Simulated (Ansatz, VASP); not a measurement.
# Te in VASP and in Ansatz

```
Te
1.0
     3.44206    0.00000    0.00000
    -1.72103    2.98092    0.00000
     0.00000    0.00000    5.62089
Te
2
Cartesian
  0.0000 1.9873 1.4052
  1.7210 0.9936 4.2157
```

Alike in both runs: task relaxation of cell and atoms; functional PBE; k mesh 11 × 11 × 6; occupations fermi-dirac, width 0.1 eV; no spin polarisation.

```csv
,VASP,Ansatz
version,VASP 6.6.1,Ansatz 0.2.0
potentials or method,"VASP PAW PBE potentials, release 64 (Te), cutoff 600 eV","plane waves (420 eV) with PAW, scalar-relativistic"
valence electrons in the cell,12,32
```

|  | VASP | Ansatz | Ansatz less VASP |
| --- | --- | --- | --- |
| relaxed volume (Å³/atom) | 31.41 | 31.47 | +0.059 |
| relaxed cell length with the largest relative difference (Å) | 4.054 | 4.058 | +0.0038 |

VASP's potentials hold 12 valence electrons a cell and Ansatz's 32, so a difference there can come from the potentials and not from the codes.

Neither program's run includes spin-orbit coupling.
